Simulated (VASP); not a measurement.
# Si3N4 (P-43m) in VASP: a series of runs

The runs below take Si3N4 through relaxation of cell and atoms, single point, with RPBE+D3(BJ), PBEsol, PBE, BLYP.

Program: VASP 6.6.1. These are calculated values, not measurements. Logs are shortened: lines on timing, memory, paths and dates and some standing lists are left out, and cuts for length are marked.

## (1) The cell of the first run

Symmetry: P-43m, No. 215, cubic system. Conventional cell: a = 4.131 Å, b = 4.131 Å, c = 4.131 Å, α = 90.00°, β = 90.00°, γ = 90.00°. Within 2.3 Å of Si (site symmetry -42m) lie 4 N at 1.77 Å. N (site symmetry 3m) has 3 Si at 1.77 Å within 2.3 Å.

## (2) Relaxation of cell and atoms, RPBE+D3(BJ)

Input file INCAR:

```
SYSTEM = Si3N4
PREC = Accurate
ENCUT = 600
EDIFF = 1E-6
ISMEAR = -1
SIGMA = 0.05
LREAL = .FALSE.
LASPH = .TRUE.
NELM = 60
ALGO = Normal
ISIF = 3
LWAVE = .FALSE.
LCHARG = .FALSE.
GGA = RP
IVDW = 12
IBRION = 2
NSW = 60
EDIFFG = -0.01
```

Input file KPOINTS:

```
Automatic mesh
0
G
  7 7 7
  0 0 0
```

Input file POSCAR:

```
Si3N4
1.0
    4.1307800000      0.0000000000      0.0000000000
    0.0000000000      4.1307800000      0.0000000000
    0.0000000000      0.0000000000      4.1307800000
Si N
3 4
Direct
    0.0000000000      0.0000000000      0.5000000000
    0.5000000000      0.0000000000      0.0000000000
    0.0000000000      0.5000000000      0.0000000000
    0.2395200000      0.2395200000      0.7604800000
    0.7604800000      0.7604800000      0.7604800000
    0.2395200000      0.7604800000      0.2395200000
    0.7604800000      0.2395200000      0.2395200000
```

Potentials or basis: VASP PAW PBE potentials, release 64 (Si, N).

Launch:

```sh
$ cat potpaw_PBE.64/Si/POTCAR potpaw_PBE.64/N/POTCAR > POTCAR
$ mpirun -np 1 vasp_std > vasp.out
```

OUTCAR:

```text
SYSTEM = Si3N4
   PREC = Accurate
   ENCUT = 600
   EDIFF = 1E-6
   ISMEAR = -1
   LREAL = .FALSE.
   LASPH = .TRUE.
   NELM = 60
   ISIF = 3
   GGA = RP
   IVDW = 12
   IBRION = 2
   NSW = 60
   EDIFFG = -0.01
 IVDW          = 12

 ion  position               nearest neighbor table
   1  0.000  0.000  0.500-   4 1.77   5 1.77   6 1.77   7 1.77   2 2.92   3 2.92   2 2.92   3 2.92
                             3 2.92   3 2.92   2 2.92   2 2.92
   2  0.500  0.000  0.000-   4 1.77   5 1.77   6 1.77   7 1.77   1 2.92   3 2.92   1 2.92   3 2.92
                             1 2.92   3 2.92   1 2.92   3 2.92
   3  0.000  0.500  0.000-   4 1.77   5 1.77   6 1.77   7 1.77   1 2.92   2 2.92   1 2.92   1 2.92
                             2 2.92   1 2.92   2 2.92   2 2.92
   4  0.240  0.240  0.760-   1 1.77   2 1.77   3 1.77
   5  0.760  0.760  0.760-   1 1.77   2 1.77   3 1.77
   6  0.240  0.760  0.240-   1 1.77   2 1.77   3 1.77
   7  0.760  0.240  0.240-   1 1.77   2 1.77   3 1.77

  LATTYP: Found a simple cubic cell.
 ALAT       =     4.1307800000

  Lattice vectors:

 A1 = (   4.1307800000,   0.0000000000,   0.0000000000)
 A2 = (   0.0000000000,   4.1307800000,   0.0000000000)
 A3 = (   0.0000000000,   0.0000000000,   4.1307800000)

Analysis of symmetry for initial positions (statically):
=====================================================================
 Subroutine PRICEL returns:
 Original cell was already a primitive cell.

 Routine SETGRP: Setting up the symmetry group for a
 simple cubic supercell.

 Subroutine GETGRP returns: Found 24 space group operations
 (whereof 24 operations were pure point group operations)
 out of a pool of 48 trial point group operations.

The static configuration has the point symmetry T_d .

Analysis of symmetry for dynamics (positions and initial velocities):
=====================================================================
 Subroutine PRICEL returns:
 Original cell was already a primitive cell.

 Routine SETGRP: Setting up the symmetry group for a
 simple cubic supercell.

 Subroutine GETGRP returns: Found 24 space group operations
 (whereof 24 operations were pure point group operations)
 out of a pool of 48 trial point group operations.

The dynamic configuration has the point symmetry T_d .

 Subroutine INISYM returns: Found 24 space group operations
 (whereof 24 operations are pure point group operations),
 and found     1 'primitive' translations

----------------------------------------------------------------------------------------

                                     Primitive cell

  volume of cell :      70.4849

  direct lattice vectors                    reciprocal lattice vectors
     4.130780000  0.000000000  0.000000000     0.242085030  0.000000000  0.000000000
[... 85 lines left out ...]
   ISPIN  =      1    spin polarized calculation?
   LNONCOLLINEAR =      F non collinear calculations
   LSORBIT =      F    spin-orbit coupling
   LASPH  =      T    aspherical Exc in radial PAW
   ENCUT  =  600.0 eV  44.10 Ry    6.64 a.u.   8.25  8.25  8.25*2*pi/ulx,y,z
   NELM   =     60;   NELMIN=  2; NELMDL= -5     # of ELM steps
   EDIFF  = 0.1E-05   stopping-criterion for ELM
   LREAL  =      F    real-space projection
   EDIFFG = -.1E-01   stopping-criterion for IOM
   NSW    =     60    number of steps for IOM
   IBRION =      2    ionic relax: 0-MD 1-quasi-New 2-CG
   NFREE  =      1    steps in history (QN), initial steepest desc. (CG)
   ISIF   =      3    stress and relaxation
   ISYM   =      2    0-nonsym 1-usesym 2-fastsym
   POTIM  = 0.5000    time-step for ionic-motion
   TEBEG  =    0.0;   TEEND  =   0.0 temperature during run
   PSTRESS=    0.0 pullay stress
   NELECT =      32.0000    total number of electrons
   NUPDOWN=      -1.0000    fix difference up-down
   EMIN   =  10.00;   EMAX   =-10.00  energy-range for DOS
   EFERMI =   0.00;   METHOD = LEGACY
   ISMEAR =    -1;   SIGMA  =   0.05  broadening in eV -4-tet -1-fermi 0-gaus
   EFERMI_NEDOS =   21; number of points for ismear=-14 and -15
   IALGO  =     38    algorithm
   IMIX   =      4    mixing-type and parameters
     AMIX     =   0.40;   BMIX     =  1.00
     AMIX_MAG =   1.60;   BMIX_MAG =  1.00
  volume/ion in A,a.u.               =      10.07        67.95
  Fermi-wavevector in a.u.,A,eV,Ry     =   1.258228  2.377707 21.539904  1.583138
  Thomas-Fermi vector in A             =   2.391848
   LORBIT       =      0    0 simple, 1 ext, 2 COOP (PROOUT), +10 PAW based schemes
   GGA     = RP    functional components
   LHFCALC =     F    Hartree Fock is set to
   AEXX    =    0.0000 exact exchange contribution
   IVDW    =    12    specifies the selected vdW correction
   LEPSILON=     F    determine dielectric tensor
   LRPA    =     F    only Hartree local field effects (RPA)
 conjugate gradient relaxation of ions
 non-spin polarized calculation
  energy-cutoff  :      600.00
  volume of cell :       70.48
 maximum number of plane-waves:      2373
 NGX is ok and might be reduce to    36
   NGX = 17   NGY = 17   NGZ = 17

--------------------------------------- Ionic step        1  -------------------------------------------

 number of electron      31.9999999 magnetization

 Free energy of the ion-electron system (eV)
  ---------------------------------------------------
  ext. energy  EPLUGINS =         0.00000000
  ---------------------------------------------------
  free energy    TOTEN  =       -52.90995981 eV

  energy without entropy =      -52.90995981  energy(sigma->0) =      -52.90995981

------------------------ aborting loop because EDIFF is reached ----------------------------------------

 Edisp (eV)   -6.65626

 E8    (eV) :    -3.5747
[... 120 lines left out ...]
  FREE ENERGIE OF THE ION-ELECTRON SYSTEM (eV)
  ---------------------------------------------------
  free  energy   TOTEN  =       -59.7793209133 eV

  energy  without entropy=      -59.7793209132  energy(sigma->0) =      -59.77932091

[... ionic steps 4 to 8 ...]

--------------------------------------- Ionic step        9  -------------------------------------------

 number of electron      32.0000005 magnetization

------------------------ aborting loop because EDIFF is reached ----------------------------------------
[... 85 lines left out ...]
--------------------------------------- Ionic step       11  -------------------------------------------

 number of electron      32.0000005 magnetization

 Free energy of the ion-electron system (eV)
  ---------------------------------------------------
  ext. energy  EPLUGINS =         0.00000000
  ---------------------------------------------------
  free energy    TOTEN  =       -52.54396102 eV

  energy without entropy =      -52.54396102  energy(sigma->0) =      -52.54396102

 E-fermi :   8.8400     XC(G=0): -11.4025

 val. band max:        7.7430112949   @ k =   0.4286   0.4286   0.4286
 cond. band min:      10.4725810100   @ k =   0.0000   0.0000   0.0000
 fundamental gap:      2.7295697151
 Fermi energy:         8.8399958088

 k-point     1 :       0.0000    0.0000    0.0000
  band No.  band energies     occupation
      1     -10.7511      2.00000
      2      -6.6041      2.00000
      3      -6.6041      2.00000
      4      -6.6041      2.00000
      5      -0.9759      2.00000
      6      -0.9759      2.00000
[... 487 lines left out ...]
  FREE ENERGIE OF THE ION-ELECTRON SYSTEM (eV)
  ---------------------------------------------------
  free  energy   TOTEN  =       -59.8250961714 eV

  energy  without entropy=      -59.8250961714  energy(sigma->0) =      -59.82509617

 reached required accuracy - stopping structural energy minimisation
```

CONTCAR:

```text
Si3N4
   1.00000000000000
     4.0275537746315564    0.0000000000000000    0.0000000000000000
    -0.0000000000000000    4.0275537746315564   -0.0000000000000000
     0.0000000000000000   -0.0000000000000000    4.0275537746315564
  Si              N
     3     4
Direct
     1.0000000000000000    0.0000000000000000    0.5000000000000000
     0.5000000000000000    0.0000000000000000    0.0000000000000000
     1.0000000000000000    0.5000000000000000    0.0000000000000000
     0.2447537964720598    0.2447537964720598    0.7552462035279401
     0.7552462035279401    0.7552462035279401    0.7552462035279401
     0.2447537964720598    0.7552462035279401    0.2447537964720598
     0.7552462035279401    0.2447537964720598    0.2447537964720598

  0.00000000E+00  0.00000000E+00  0.00000000E+00
  0.00000000E+00  0.00000000E+00  0.00000000E+00
  0.00000000E+00  0.00000000E+00  0.00000000E+00
  0.00000000E+00  0.00000000E+00  0.00000000E+00
  0.00000000E+00  0.00000000E+00  0.00000000E+00
  0.00000000E+00  0.00000000E+00  0.00000000E+00
  0.00000000E+00  0.00000000E+00  0.00000000E+00
```

Wall time 69 s (1 thread of Intel Xeon 6975P-C (Granite Rapids), shared host); peak memory 0.22 GiB.

What came out:

| Item | Value |
| --- | --- |
| Free energy | -59.8251 eV |
| Relaxed volume | 9.33 Å³/atom |
| Relaxed cell | a = 4.028 Å, b = 4.028 Å, c = 4.028 Å, α = 90.00°, β = 90.00°, γ = 90.00° |
| Space group after relaxing (to 0.05 Å) | P-43m (No. 215) |
| Energy gained by relaxing | 37.0 meV/atom |
| Ionic steps | 11 |
| Pressure after relaxing | 0.0 GPa |
| Band gap on the k mesh | 2.73 eV, indirect (least direct gap 2.92 eV) |
| Dispersion energy per atom | -1.040 eV |

Forces on the atoms (eV/Å):
```
Si   0.000  0.000  0.000
Si   0.000  0.000  0.000
Si   0.000  0.000  0.000
N    0.002  0.002 -0.002
N   -0.002 -0.002 -0.002
N    0.002 -0.002  0.002
N   -0.002  0.002  0.002
```

The path:
| step | energy change (eV) | largest force (eV/Å) | pressure (GPa) | volume (Å³) |
| --- | --- | --- | --- | --- |
| 1 | 0.0000 | 0.0565 | -14.92 | 70.48 |
| 2 | 0.1189 | 1.5127 | 23.89 | 61.34 |
| 3 | -0.2131 | 0.6356 | -0.15 | 66.22 |
| 4 | -0.2564 | 0.1381 | -0.28 | 65.59 |
| 5 | -0.2588 | 0.0127 | -0.29 | 65.39 |
| 6 | -0.2588 | 0.0008 | -0.30 | 65.41 |
| 7 | -0.2588 | 0.0233 | 0.34 | 65.26 |
| 8 | -0.2589 | 0.0119 | 0.02 | 65.34 |
| 9 | -0.2589 | 0.0113 | 0.01 | 65.34 |
| 10 | -0.2589 | 0.0109 | 0.00 | 65.34 |
| 11 | -0.2589 | 0.0030 | -0.01 | 65.33 |

Final structure:
```yaml
crystal:
  lattice:
    - [4.02755, 0.00000, 0.00000]
    - [0.00000, 4.02755, 0.00000]
    - [0.00000, 0.00000, 4.02755]
  atoms:
    - { symbol: Si, position: [0.00000, 0.00000, 0.50000] }
    - { symbol: Si, position: [0.50000, 0.00000, 0.00000] }
    - { symbol: Si, position: [0.00000, 0.50000, 0.00000] }
    - { symbol: N, position: [0.24475, 0.24475, 0.75525] }
    - { symbol: N, position: [0.75525, 0.75525, 0.75525] }
    - { symbol: N, position: [0.24475, 0.75525, 0.24475] }
    - { symbol: N, position: [0.75525, 0.24475, 0.24475] }
```

Caveat: the PAW data sets were made with another functional, which shifts forces and pressure a little. A k mesh can miss the band edges.

## (3) Single point, PBEsol

Input file INCAR:

```
PREC = Accurate
ENCUT = 520
EDIFF = 1E-6
ISMEAR = -1
SIGMA = 0.05
LREAL = F
LASPH = T
NELM = 80
ALGO = Normal
ISIF = 2
LWAVE = F
LCHARG = T
GGA = PS
LELF = T
LVHAR = T
NBANDS = 25
```

Input file KPOINTS:

```
Automatic mesh
0
Gamma
  7 7 7
```

POSCAR is that of step 2.

Potentials or basis: VASP PAW PBE potentials, release 64 (Si, N).

Launch:

```sh
$ cat potpaw_PBE.64/Si/POTCAR potpaw_PBE.64/N/POTCAR > POTCAR
$ mpirun -np 1 vasp_std > vasp.out
```

Wall time 15 s (1 thread of AMD EPYC 9R45 (Zen 5), shared host); peak memory 0.15 GiB.

The run converged. Its results:

| Quantity | Value |
| --- | --- |
| Free energy | -58.5219 eV |
| Pressure | -3.9 GPa |
| Largest force | 0.051 eV/Å |
| Band gap on the k mesh | 2.61 eV, indirect (least direct gap 2.79 eV) |

Forces on the atoms (eV/Å):
```
Si   0.000  0.000  0.000
Si   0.000  0.000  0.000
Si   0.000  0.000  0.000
N   -0.029 -0.029  0.029
N    0.029  0.029  0.029
N   -0.029  0.029 -0.029
N    0.029 -0.029 -0.029
```

Levels at points of the mesh, in eV from the valence-band top:
```csv
k point,band 12,band 13,band 14,band 15,band 16,band 17,band 18,band 19,band 20,band 21
"(0.00, 0.00, 0.00)",-3.33,-3.33,-0.18,-0.18,-0.18,2.61,2.61,2.61,4.16,6.71
```

Caveat: the PAW data sets were made with another functional, which shifts forces and pressure a little.

## (4) Single point, PBE

Input file INCAR:

```
PREC     = Accurate       # precision mode
ENCUT    = 520            # plane-wave cutoff, eV
EDIFF    = 1E-6           # SCF threshold, eV
ISMEAR   = -1             # smearing method
SIGMA    = 0.05           # smearing width, eV
LREAL    = F              # projectors in reciprocal space
LASPH    = T              # aspherical terms in the spheres
NELM     = 80             # most SCF steps
ALGO     = Normal         # electronic algorithm
ISIF     = 2              # what is computed and relaxed
LWAVE    = F              # write WAVECAR
LCHARG   = T              # write CHGCAR
GGA      = PE             # functional
LELF     = T              # ELF
LVHAR    = T            
NBANDS   = 25             # bands
```

Input file KPOINTS:

```
regular mesh
0
Gamma
  7 7 7
```

POSCAR is that of step 3.

Potentials or basis: VASP PAW PBE potentials, release 64 (Si, N).

Launch:

```sh
$ cat potpaw_PBE.64/Si/POTCAR potpaw_PBE.64/N/POTCAR > POTCAR
$ mpirun -np 1 vasp_std > vasp.out
```

OUTCAR:

```text
PREC = Accurate
   ENCUT = 520
   EDIFF = 1E-6
   ISMEAR = -1
   LREAL = F
   LASPH = T
   NELM = 80
   ISIF = 2
   GGA = PE

 ion  position               nearest neighbor table
   1  0.000  0.000  0.500-   4 1.77   5 1.77   6 1.77   7 1.77   2 2.92   3 2.92   2 2.92   3 2.92
                             3 2.92   3 2.92   2 2.92   2 2.92
   2  0.500  0.000  0.000-   4 1.77   5 1.77   6 1.77   7 1.77   1 2.92   3 2.92   1 2.92   3 2.92
                             1 2.92   3 2.92   1 2.92   3 2.92
   3  0.000  0.500  0.000-   4 1.77   5 1.77   6 1.77   7 1.77   1 2.92   2 2.92   1 2.92   1 2.92
                             2 2.92   1 2.92   2 2.92   2 2.92
   4  0.240  0.240  0.760-   1 1.77   2 1.77   3 1.77
   5  0.760  0.760  0.760-   1 1.77   2 1.77   3 1.77
   6  0.240  0.760  0.240-   1 1.77   2 1.77   3 1.77
   7  0.760  0.240  0.240-   1 1.77   2 1.77   3 1.77

  LATTYP: Found a simple cubic cell.
 ALAT       =     4.1307800000

  Lattice vectors:

 A1 = (   4.1307800000,   0.0000000000,   0.0000000000)
 A2 = (   0.0000000000,   4.1307800000,   0.0000000000)
[... 185 lines left out ...]
 fundamental gap:      2.7379597091
 Fermi energy:         7.9191965376

 k-point     1 :       0.0000    0.0000    0.0000
  band No.  band energies     occupation
      1     -11.1625      2.00000
      2      -7.2942      2.00000
      3      -7.2942      2.00000
      4      -7.2942      2.00000
      5      -1.7999      2.00000
      6      -1.7999      2.00000
[... 549 lines left out ...]
     24      16.7416      0.00000
     25      16.9067      0.00000

------------------------ aborting loop because EDIFF is reached ----------------------------------------

  FORCE on cell =-STRESS in cart. coord.  units (eV):
  Direction    XX          YY          ZZ          XY          YZ          ZX
  --------------------------------------------------------------------------------------
  -------------------------------------------------------------------------------------
  Total       -0.0986297     -0.0986297     -0.0986297      0.0000000      0.0000000      0.0000000
  in kB       -2.2419300     -2.2419300     -2.2419300      0.0000000      0.0000000      0.0000000
  external PRESSURE =      -2.2419300 kB  Pullay stress =       0.0000000 kB

 VOLUME and BASIS-vectors are now :
 -----------------------------------------------------------------------------
  energy-cutoff  :      520.00
  volume of cell :       70.48
      direct lattice vectors                 reciprocal lattice vectors
     4.130780000  0.000000000  0.000000000     0.242085030  0.000000000  0.000000000
     0.000000000  4.130780000  0.000000000     0.000000000  0.242085030  0.000000000
     0.000000000  0.000000000  4.130780000     0.000000000  0.000000000  0.242085030

 POSITION                                       TOTAL-FORCE (eV/Angst)
 -----------------------------------------------------------------------------------
      0.00000      0.00000      2.06539        -0.000000     -0.000000     -0.000000
      2.06539      0.00000      0.00000        -0.000000     -0.000000     -0.000000
      0.00000      2.06539      0.00000        -0.000000     -0.000000     -0.000000
      0.98940      0.98940      3.14138        -0.009448     -0.009448      0.009448
      3.14138      3.14138      3.14138         0.009448      0.009448      0.009448
      0.98940      3.14138      0.98940        -0.009448      0.009448     -0.009448
      3.14138      0.98940      0.98940         0.009448     -0.009448     -0.009448
 -----------------------------------------------------------------------------------
    total drift:                                0.000000      0.000000      0.000000

  FREE ENERGIE OF THE ION-ELECTRON SYSTEM (eV)
  ---------------------------------------------------
  free  energy   TOTEN  =       -55.5521343779 eV

  energy  without entropy=      -55.5521343778  energy(sigma->0) =      -55.55213438
```

stdout:

```text
POSCAR found type information on POSCAR SiN
 POSCAR found :  2 types and       7 ions
 scaLAPACK will be used
 LDA part: xc-table for (Slater+PW92), standard interpolation
 POSCAR, INCAR and KPOINTS ok, starting setup
 FFT: planning ... GRIDC
 FFT: planning ... GRID_SOFT
 FFT: planning ... GRID
 WAVECAR not read
 entering main loop
```

Run time: 16 s. Hardware: 1 thread of AMD EPYC 9R45 (Zen 5), shared host; peak memory 0.14 GiB.

What came out:

```
Free energy            : -55.5521 eV
Pressure               : -0.2 GPa
Largest force          : 0.016 eV/Å
Band gap on the k mesh : 2.74 eV, indirect (least direct gap 2.92 eV)
```

Forces on the atoms (eV/Å):
```
Si   0.000  0.000  0.000
Si   0.000  0.000  0.000
Si   0.000  0.000  0.000
N   -0.009 -0.009  0.009
N    0.009  0.009  0.009
N   -0.009  0.009 -0.009
N    0.009 -0.009 -0.009
```

Levels at points of the mesh, in eV from the valence-band top:
| k point | band 14 | band 15 | band 16 | band 17 | band 18 | band 19 |
| --- | --- | --- | --- | --- | --- | --- |
| (0.00, 0.00, 0.00) | -0.18 | -0.18 | -0.18 | 2.74 | 2.74 | 2.74 |

A k mesh can miss the band edges.

[end of part 1 of 2]
